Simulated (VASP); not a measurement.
SrO:

```
Sr O
1.0
     4.11464    0.00000    0.00000
     0.00000    6.33021    0.00000
     0.00000    0.00000    6.33021
Sr O
2 2
Direct
  0.00000 0.75000 0.00000
  0.50000 0.25000 0.50000
  0.00000 0.44500 0.30500
  0.50000 0.55500 0.80500
```

| Item | Value |
| --- | --- |
| Program | VASP 6.6.1 |
| Task | relaxation of cell and atoms |
| Functional | PBE |
| Potentials or basis | VASP PAW PBE potentials, release 64 (Sr_sv, O) |
| Cutoff | 600 eV |
| k mesh | 4 × 4 × 4 |
| Occupations | gaussian, width 0.1 eV |
| Spin | no spin polarisation |

At the start: pressure -8.1 GPa; volume 41.22 Å³/atom.

**Question.** How do energy, volume and symmetry change on relaxing?

**Answer.** Over 43 steps the energy falls by 1279.8 meV/atom and the volume is 22.26 Å³/atom (-46.0 %); space group I-4m2 (No. 119, to 0.05 Å).

Step by step:
```
step  energy change (eV)  largest force (eV/Å)  pressure (GPa)  volume (Å³)
   1              0.0000                3.5190           -8.13       164.88
   3             -3.4247                0.3209            1.91       108.82
   5             -3.8592                0.8114           -1.74       112.68
   7             -4.0731                0.3995           -1.61       105.51
   9             -4.1305                0.7720            1.43        98.54
  11             -4.2918                0.8443            1.85        93.62
  13             -4.3366                0.8243           12.45        73.06
  15             -4.6136                0.7924            7.15        77.93
  17             -4.6734                0.3934            6.14        77.89
  19             -4.8144                0.2646            1.33        82.93
  21             -4.8270                0.2915           -0.56        85.48
  23             -4.8379                0.2929           -0.33        85.30
  25             -4.9012                0.3332            0.05        85.97
  27             -4.9510                0.3729            0.11        87.22
  29             -4.9861                0.2597           -2.75        93.62
  31             -5.0572                0.2362           -1.03        90.22
  33             -5.0957                0.1089            0.10        88.54
  35             -5.1058                0.1140           -0.09        88.89
  37             -5.1136                0.0659            0.29        88.48
  39             -5.1161                0.0733           -0.01        88.96
  41             -5.1174                0.0426           -0.07        89.08
  43             -5.1193                0.0393           -0.01        89.04
```

Final structure:
```
Sr O
1.0
     3.98543    0.00000    0.00000
     0.00000    4.01721    0.00000
     0.00000    0.00000    5.56144
Sr O
2 2
Cartesian
  0.0000 3.0100 0.1582
  1.9927 1.0072 2.9389
  0.0000 1.0093 1.5380
  1.9927 3.0079 4.3187
```

Caveat: the volume moved by over 15 % at a fixed basis, so the end points are rough.
